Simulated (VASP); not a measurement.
# Mg (Pm-3m) in VASP: further runs

Runs on Mg. Level: PBEsol. Tasks: single point.

All numbers are computed with VASP 6.6.1; they aren't measurements. Logs are shortened: lines on timing, memory, paths and dates and some standing lists are left out, and cuts for length are marked.

**1. The cell of the first run**

Symmetry: Pm-3m, No. 221, cubic system. The conventional cell has a = 2.298 Å, b = 2.298 Å, c = 2.298 Å, α = 90.00°, β = 90.00°, γ = 90.00°. Within 3.0 Å of Mg (site symmetry m-3m) lie 6 Mg at 2.30 Å.

**2. Single point, PBEsol (volume scaled by 0.45)**

Contents of INCAR:

```
SYSTEM = Mg
ALGO = Normal
EDIFF = 1E-6
ENCUT = 520
GGA = PS
ISIF = 2
ISMEAR = -1
LASPH = .TRUE.
LCHARG = .TRUE.
LELF = .TRUE.
LREAL = .FALSE.
LVHAR = .TRUE.
LWAVE = .FALSE.
NBANDS = 7
NELM = 100
PREC = Accurate
SIGMA = 0.1
```

Contents of KPOINTS:

```
k-points
0
G
  13 13 13
  0 0 0
```

Contents of POSCAR:

```
Mg
1.0
    2.2975318544      0.0000000000      0.0000000000
    0.0000000000      2.2975318544      0.0000000000
    0.0000000000      0.0000000000      2.2975318544
Mg
1
Direct
    0.0000000000      0.0000000000      0.0000000000
```

Potentials or basis: VASP PAW PBE potentials, release 64 (Mg).

Launch:

```bash
> cat potpaw_PBE.64/Mg/POTCAR > POTCAR
> mpirun -np 1 vasp_std > vasp.out
```

OUTCAR:

```text
SYSTEM = Mg
   EDIFF = 1E-6
   ENCUT = 520
   GGA = PS
   ISIF = 2
   ISMEAR = -1
   LASPH = .TRUE.
   LREAL = .FALSE.
   NELM = 100
   PREC = Accurate

 ion  position               nearest neighbor table
   1  0.000  0.000  0.000-

  LATTYP: Found a simple cubic cell.
 ALAT       =     2.2975318544

  Lattice vectors:

 A1 = (   2.2975318544,   0.0000000000,   0.0000000000)
 A2 = (   0.0000000000,   2.2975318544,   0.0000000000)
 A3 = (   0.0000000000,   0.0000000000,   2.2975318544)

Analysis of symmetry for initial positions (statically):
=====================================================================
 Subroutine PRICEL returns:
 Original cell was already a primitive cell.

 Routine SETGRP: Setting up the symmetry group for a
 simple cubic supercell.

 Subroutine GETGRP returns: Found 48 space group operations
 (whereof 48 operations were pure point group operations)
 out of a pool of 48 trial point group operations.

The static configuration has the point symmetry O_h .

Analysis of symmetry for dynamics (positions and initial velocities):
=====================================================================
 Subroutine PRICEL returns:
 Original cell was already a primitive cell.

 Routine SETGRP: Setting up the symmetry group for a
 simple cubic supercell.

 Subroutine GETGRP returns: Found 48 space group operations
 (whereof 48 operations were pure point group operations)
 out of a pool of 48 trial point group operations.

The dynamic configuration has the point symmetry O_h .

 Subroutine INISYM returns: Found 48 space group operations
 (whereof 48 operations are pure point group operations),
 and found     1 'primitive' translations

----------------------------------------------------------------------------------------

                                     Primitive cell

  volume of cell :      12.1279

  direct lattice vectors                    reciprocal lattice vectors
     2.297531854  0.000000000  0.000000000     0.435249678  0.000000000  0.000000000
     0.000000000  2.297531854  0.000000000     0.000000000  0.435249678  0.000000000
     0.000000000  0.000000000  2.297531854     0.000000000  0.000000000  0.435249678

  length of vectors
     2.297531854  2.297531854  2.297531854     0.435249678  0.435249678  0.435249678

  position of ions in fractional coordinates (direct lattice)
     0.000000000  0.000000000  0.000000000

  ion indices of the primitive-cell ions
[... 69 lines left out ...]
   LNONCOLLINEAR =      F non collinear calculations
   LSORBIT =      F    spin-orbit coupling
   LASPH  =      T    aspherical Exc in radial PAW
   ENCUT  =  520.0 eV  38.22 Ry    6.18 a.u.   4.27  4.27  4.27*2*pi/ulx,y,z
   NELM   =    100;   NELMIN=  2; NELMDL= -5     # of ELM steps
   EDIFF  = 0.1E-05   stopping-criterion for ELM
   LREAL  =      F    real-space projection
   EDIFFG = 0.1E-04   stopping-criterion for IOM
   NSW    =      0    number of steps for IOM
   IBRION =     -1    ionic relax: 0-MD 1-quasi-New 2-CG
   NFREE  =      0    steps in history (QN), initial steepest desc. (CG)
   ISIF   =      2    stress and relaxation
   ISYM   =      2    0-nonsym 1-usesym 2-fastsym
   POTIM  = 0.5000    time-step for ionic-motion
   TEBEG  =    0.0;   TEEND  =   0.0 temperature during run
   PSTRESS=    0.0 pullay stress
   NELECT =       2.0000    total number of electrons
   NUPDOWN=      -1.0000    fix difference up-down
   EMIN   =  10.00;   EMAX   =-10.00  energy-range for DOS
   EFERMI =   0.00;   METHOD = LEGACY
   ISMEAR =    -1;   SIGMA  =   0.10  broadening in eV -4-tet -1-fermi 0-gaus
   EFERMI_NEDOS =   21; number of points for ismear=-14 and -15
   IALGO  =     38    algorithm
   IMIX   =      4    mixing-type and parameters
     AMIX     =   0.40;   BMIX     =  1.00
     AMIX_MAG =   1.60;   BMIX_MAG =  1.00
  volume/ion in A,a.u.               =      12.13        81.84
  Fermi-wavevector in a.u.,A,eV,Ry     =   0.897752  1.696506 10.965745  0.805960
  Thomas-Fermi vector in A             =   2.020376
   LORBIT       =      0    0 simple, 1 ext, 2 COOP (PROOUT), +10 PAW based schemes
   GGA     = PS    functional components
   LHFCALC =     F    Hartree Fock is set to
   AEXX    =    0.0000 exact exchange contribution
   IVDW    =     0    specifies the selected vdW correction
   LEPSILON=     F    determine dielectric tensor
   LRPA    =     F    only Hartree local field effects (RPA)
 non-spin polarized calculation
  energy-cutoff  :      520.00
  volume of cell :       12.13
 maximum number of plane-waves:       341
 NGX is ok and might be reduce to    18
   NGX =  9   NGY =  9   NGZ =  9

 number of electron       2.0000000 magnetization

 Free energy of the ion-electron system (eV)
  ---------------------------------------------------
  ext. energy  EPLUGINS =         0.00000000
  ---------------------------------------------------
  free energy    TOTEN  =         0.75785689 eV

  energy without entropy =        0.76766483  energy(sigma->0) =        0.76276086

 E-fermi :   7.3120     XC(G=0): -10.8134

 val. band max:        7.2474110840   @ k =   0.4615   0.3077   0.3077
 cond. band min:       7.3972916504   @ k =   0.3846   0.0769   0.0000
 fundamental gap:      0.1498805664
 Fermi energy:         7.3119897465

 k-point     1 :       0.0000    0.0000    0.0000
  band No.  band energies     occupation
      1      -3.0417      2.00000
      2      18.2899      0.00000
      3      18.2899      0.00000
      4      24.1588      0.00000
      5      24.1588      0.00000
      6      24.1588      0.00000
      7      32.9755      0.00000
[... 221 lines left out ...]
 k-point    24 :       0.3846    0.3077    0.0000
  band No.  band energies     occupation
      1       3.4968      2.00000
      2       9.5413      0.00000
      3      13.4381      0.00000
      4      19.1248      0.00000
      5      28.1356      0.00000
      6      30.9301      0.00000
      7      32.2692      0.00000

 [... further k-points ...]
[... 5 lines left out ...]
  --------------------------------------------------------------------------------------
  -------------------------------------------------------------------------------------
  Total        6.4394501      6.4394501      6.4394501     -0.0000000     -0.0000000      0.0000000
  in kB      850.6966849    850.6966849    850.6966849     -0.0000000     -0.0000000      0.0000000
  external PRESSURE =     850.6966849 kB  Pullay stress =       0.0000000 kB

 VOLUME and BASIS-vectors are now :
 -----------------------------------------------------------------------------
  energy-cutoff  :      520.00
  volume of cell :       12.13
      direct lattice vectors                 reciprocal lattice vectors
     2.297531854  0.000000000  0.000000000     0.435249678  0.000000000  0.000000000
     0.000000000  2.297531854  0.000000000     0.000000000  0.435249678  0.000000000
     0.000000000  0.000000000  2.297531854     0.000000000  0.000000000  0.435249678

 POSITION                                       TOTAL-FORCE (eV/Angst)
 -----------------------------------------------------------------------------------
      0.00000      0.00000      0.00000         0.000000      0.000000      0.000000
 -----------------------------------------------------------------------------------
    total drift:                                0.000000      0.000000      0.000000

  FREE ENERGIE OF THE ION-ELECTRON SYSTEM (eV)
  ---------------------------------------------------
  free  energy   TOTEN  =         0.7578568878 eV

  energy  without entropy=        0.7676648320  energy(sigma->0) =        0.76276086
```

stdout:

```text
POSCAR found type information on POSCAR Mg
 POSCAR found :  1 types and       1 ions
 scaLAPACK will be used
 -----------------------------------------------------------------------------
|                                                                             |
|                                                                             |
|     You enforced a specific xc type in the INCAR file but a different       |
|     I HOPE YOU KNOW WHAT YOU ARE DOING!                                     |
|                                                                             |
 -----------------------------------------------------------------------------

 LDA part: xc-table for (Slater+PW92), standard interpolation
 POSCAR, INCAR and KPOINTS ok, starting setup
 FFT: planning ... GRIDC
 FFT: planning ... GRID_SOFT
 FFT: planning ... GRID
 WAVECAR not read
 entering main loop
```

Wall time 5.1 s (1 thread of Intel Xeon Platinum 8488C (Sapphire Rapids), shared host); peak memory 0.12 GiB.

Results:

```yaml
Free_energy: 0.7579 eV
Pressure: 85.1 GPa
Band_gap_on_the_k_mesh: zero (band 1 reaches 12.57 eV, above the bottom of band 2 at 5.16 eV)
```

Caveat: the PAW data sets were made with another functional, which shifts forces and pressure a little.

**3. Single point, PBEsol (volume scaled by 0.55)**

Contents of INCAR:

```
PREC = Accurate ; ENCUT = 520
EDIFF = 1E-7 ; ISMEAR = -1
SIGMA = 0.1 ; LREAL = False
LASPH = True ; NELM = 80
ALGO = Normal ; ISIF = 2
LWAVE = False ; LCHARG = False
GGA = PS ; NBANDS = 7
```

Contents of KPOINTS:

```
regular mesh
0
Gamma
  13 13 13
```

Contents of POSCAR:

```
Mg
1.0
    2.4564707658      0.0000000000      0.0000000000
    0.0000000000      2.4564707658      0.0000000000
    0.0000000000      0.0000000000      2.4564707658
Mg
1
Direct
    0.0000000000      0.0000000000      0.0000000000
```

Potentials or basis: VASP PAW PBE potentials, release 64 (Mg).

Launch:

```bash
> cat potpaw_PBE.64/Mg/POTCAR > POTCAR
> mpirun -np 1 vasp_std > vasp.out
```

Run time: 4.1 s. Hardware: 1 thread of Intel Xeon Platinum 8488C (Sapphire Rapids), shared host; peak memory 0.12 GiB.

It converged, with:

```
Free energy            : -0.2900 eV
Pressure               : 44.3 GPa
Band gap on the k mesh : zero (band 1 reaches 10.56 eV, above the bottom of band 2 at 3.46 eV)
```

Levels at points of the mesh, in eV from the Fermi level:
| k point | band 1 | band 2 | band 3 | band 4 | band 5 | band 6 |
| --- | --- | --- | --- | --- | --- | --- |
| (0.00, 0.00, 0.00) | -9.16 | 10.27 | 10.27 | 14.67 | 14.67 | 14.67 |

Caveat: the PAW data sets were made with another functional, which shifts forces and pressure a little.

**4. Single point, PBEsol (volume scaled by 0.65)**

Contents of INCAR:

```
SYSTEM = Mg
  ALGO = Normal
  EDIFF = 1E-6
  ENCUT = 520
  GGA = PS
  ISIF = 2
  ISMEAR = -1
  LASPH = .TRUE.
  LCHARG = .TRUE.
  LELF = .TRUE.
  LREAL = .FALSE.
  LVHAR = .TRUE.
  LWAVE = .FALSE.
  NBANDS = 7
  NELM = 80
  PREC = Accurate
  SIGMA = 0.1
```

Contents of KPOINTS:

```
k-points
0
G
  13 13 13
  0 0 0
```

Contents of POSCAR:

```
Mg
1.0
    2.5971387718      0.0000000000      0.0000000000
    0.0000000000      2.5971387718      0.0000000000
    0.0000000000      0.0000000000      2.5971387718
Mg
1
Direct
    0.0000000000      0.0000000000      0.0000000000
```

Launch:

```bash
> cat potpaw_PBE.64/Mg/POTCAR > POTCAR
> mpirun -np 1 vasp_std > vasp.out
```

It took 5.4 s on 1 thread of Intel Xeon Platinum 8488C (Sapphire Rapids), shared host; peak memory 0.12 GiB.

The run converged. Its results:

```yaml
Free_energy: -0.8423 eV
Pressure: 23.5 GPa
Band_gap_on_the_k_mesh: zero (band 1 reaches 9.00 eV, above the bottom of band 2 at 2.31 eV)
```

Levels at points of the mesh, in eV from the Fermi level:
| k point | band 1 | band 2 | band 3 | band 4 | band 5 |
| --- | --- | --- | --- | --- | --- |
| (0.00, 0.00, 0.00) | -8.24 | 9.67 | 9.67 | 13.06 | 13.06 |

Caveat: the PAW data sets were made with another functional, which shifts forces and pressure a little.

**5. Single point, PBEsol (volume scaled by 0.65)**

Contents of INCAR:

```
ALGO = Normal
EDIFF = 1E-6
ENCUT = 520
GGA = PS
ISIF = 2
ISMEAR = -1
LASPH = T
LCHARG = F
LREAL = F
LWAVE = F
NBANDS = 7
NELM = 100
PREC = Accurate
SIGMA = 0.1
```

Contents of KPOINTS:

```
k-points
0
Gamma
  13 13 13
```

POSCAR is that of step 4.

Potentials or basis: VASP PAW PBE potentials, release 64 (Mg).

Launch:

```bash
> cat potpaw_PBE.64/Mg/POTCAR > POTCAR
> mpirun -np 1 vasp_std > vasp.out
```

OUTCAR:

```text
EDIFF = 1E-6
   ENCUT = 520
   GGA = PS
   ISIF = 2
   ISMEAR = -1
   LASPH = T
   LREAL = F
   NELM = 100
   PREC = Accurate

 ion  position               nearest neighbor table
   1  0.000  0.000  0.000-

  LATTYP: Found a simple cubic cell.
 ALAT       =     2.5971387718

  Lattice vectors:

 A1 = (   2.5971387718,   0.0000000000,   0.0000000000)
 A2 = (   0.0000000000,   2.5971387718,   0.0000000000)
 A3 = (   0.0000000000,   0.0000000000,   2.5971387718)

Analysis of symmetry for initial positions (statically):
=====================================================================
 Subroutine PRICEL returns:
 Original cell was already a primitive cell.

 Routine SETGRP: Setting up the symmetry group for a
 simple cubic supercell.

 Subroutine GETGRP returns: Found 48 space group operations
 (whereof 48 operations were pure point group operations)
 out of a pool of 48 trial point group operations.

The static configuration has the point symmetry O_h .

Analysis of symmetry for dynamics (positions and initial velocities):
=====================================================================
 Subroutine PRICEL returns:
 Original cell was already a primitive cell.

 Routine SETGRP: Setting up the symmetry group for a
 simple cubic supercell.

 Subroutine GETGRP returns: Found 48 space group operations
 (whereof 48 operations were pure point group operations)
 out of a pool of 48 trial point group operations.

The dynamic configuration has the point symmetry O_h .

 Subroutine INISYM returns: Found 48 space group operations
 (whereof 48 operations are pure point group operations),
 and found     1 'primitive' translations

----------------------------------------------------------------------------------------

                                     Primitive cell

  volume of cell :      17.5180

[... 100 lines left out ...]
   EFERMI =   0.00;   METHOD = LEGACY
   ISMEAR =    -1;   SIGMA  =   0.10  broadening in eV -4-tet -1-fermi 0-gaus
   EFERMI_NEDOS =   21; number of points for ismear=-14 and -15
   IALGO  =     38    algorithm
   IMIX   =      4    mixing-type and parameters
     AMIX     =   0.40;   BMIX     =  1.00
     AMIX_MAG =   1.60;   BMIX_MAG =  1.00
  volume/ion in A,a.u.               =      17.52       118.22
  Fermi-wavevector in a.u.,A,eV,Ry     =   0.794187  1.500797  8.581653  0.630734
  Thomas-Fermi vector in A             =   1.900270
   LORBIT       =      0    0 simple, 1 ext, 2 COOP (PROOUT), +10 PAW based schemes
   GGA     = PS    functional components
   LHFCALC =     F    Hartree Fock is set to
   AEXX    =    0.0000 exact exchange contribution
   IVDW    =     0    specifies the selected vdW correction
   LEPSILON=     F    determine dielectric tensor
   LRPA    =     F    only Hartree local field effects (RPA)
 non-spin polarized calculation
  energy-cutoff  :      520.00
  volume of cell :       17.52
 maximum number of plane-waves:       480
 NGX is ok and might be reduce to    20
   NGX =  9   NGY =  9   NGZ =  9

 number of electron       2.0000000 magnetization

 Free energy of the ion-electron system (eV)
  ---------------------------------------------------
  ext. energy  EPLUGINS =         0.00000000
  ---------------------------------------------------
  free energy    TOTEN  =        -0.84227207 eV

  energy without entropy =       -0.82861697  energy(sigma->0) =       -0.83544452

 E-fermi :   4.2509     XC(G=0):  -9.4188

 val. band max:        4.2322133854   @ k =   0.3846   0.0769   0.0000
 cond. band min:       4.2747549618   @ k =   0.4615   0.3077   0.0000
 fundamental gap:      0.0425415763
 Fermi energy:         4.2508524304

 k-point     1 :       0.0000    0.0000    0.0000
  band No.  band energies     occupation
      1      -3.9939      2.00000
      2      13.9252      0.00000
      3      13.9252      0.00000
      4      17.3095      0.00000
      5      17.3095      0.00000
      6      17.3095      0.00000
      7      23.8082      0.00000
[... 221 lines left out ...]
 k-point    24 :       0.3846    0.3077    0.0000
  band No.  band energies     occupation
      1       1.2605      2.00000
      2       5.9581      0.00000
      3       9.3361      0.00000
      4      13.7171      0.00000
      5      21.2030      0.00000
      6      23.1264      0.00000
      7      24.6711      0.00000

 [... further k-points ...]
[... 5 lines left out ...]
  --------------------------------------------------------------------------------------
  -------------------------------------------------------------------------------------
  Total        2.5682525      2.5682525      2.5682525      0.0000000     -0.0000000     -0.0000000
  in kB      234.8890872    234.8890872    234.8890872      0.0000000     -0.0000000     -0.0000000
  external PRESSURE =     234.8890872 kB  Pullay stress =       0.0000000 kB

 VOLUME and BASIS-vectors are now :
 -----------------------------------------------------------------------------
  energy-cutoff  :      520.00
  volume of cell :       17.52
      direct lattice vectors                 reciprocal lattice vectors
     2.597138772  0.000000000  0.000000000     0.385039110  0.000000000  0.000000000
     0.000000000  2.597138772  0.000000000     0.000000000  0.385039110  0.000000000
     0.000000000  0.000000000  2.597138772     0.000000000  0.000000000  0.385039110

 POSITION                                       TOTAL-FORCE (eV/Angst)
 -----------------------------------------------------------------------------------
      0.00000      0.00000      0.00000         0.000000      0.000000      0.000000
 -----------------------------------------------------------------------------------
    total drift:                               -0.000000      0.000000      0.000000

  FREE ENERGIE OF THE ION-ELECTRON SYSTEM (eV)
  ---------------------------------------------------
  free  energy   TOTEN  =        -0.8422720727 eV

  energy  without entropy=       -0.8286169730  energy(sigma->0) =       -0.83544452
```

OSZICAR:

```text
N       E                     dE             d eps       ncg     rms          rms(c)
DAV:   1    -0.290587357953E+00   -0.29059E+00   -0.83113E+02  1372   0.197E+02
DAV:   2    -0.866769455500E+00   -0.57618E+00   -0.56169E+00  1631   0.116E+01
DAV:   3    -0.868378750478E+00   -0.16093E-02   -0.16088E-02  1505   0.649E-01
DAV:   4    -0.868380085255E+00   -0.13348E-05   -0.13347E-05  1701   0.131E-02
DAV:   5    -0.868380090912E+00   -0.56565E-08   -0.54040E-08  1491   0.394E-04    0.614E-01
DAV:   6    -0.852877036021E+00    0.15503E-01   -0.12929E-03  1554   0.117E-01    0.386E-01
DAV:   7    -0.842279229290E+00    0.10598E-01   -0.44300E-03  1554   0.213E-01    0.184E-02
DAV:   8    -0.842272347430E+00    0.68819E-05   -0.36013E-05  1568   0.337E-02    0.479E-03
DAV:   9    -0.842272072704E+00    0.27473E-06   -0.60717E-07  1561   0.298E-03
   1 F= -.84227207E+00 E0= -.83544452E+00  d E =-.136551E-01
```

Wall time 4.5 s (1 thread of Intel Xeon Platinum 8488C (Sapphire Rapids), shared host); peak memory 0.12 GiB.

Results:

```
Free energy            : -0.8423 eV
Pressure               : 23.5 GPa
Band gap on the k mesh : zero (band 1 reaches 9.00 eV, above the bottom of band 2 at 2.31 eV)
```

Caveat: the PAW data sets were made with another functional, which shifts forces and pressure a little.

**6. The runs side by side**

```tsv
cell	gap on the mesh (eV)	pressure (GPa)
a = 2.298 Å, 1 atom	none	85.1
a = 2.456 Å, 1 atom	none	44.3
a = 2.597 Å, 1 atom	none	23.5
```

Alike in all rows: task single point; level PBEsol; potentials or basis VASP PAW PBE potentials, release 64 (Mg); no spin polarisation; k mesh 13 × 13 × 13; cutoff (eV) 520; smearing fermi-dirac 0.1 eV.

Caveats: the PAW data sets were made with another functional, which shifts forces and pressure a little.

Absolute energies hang on the potentials; compare differences alone.
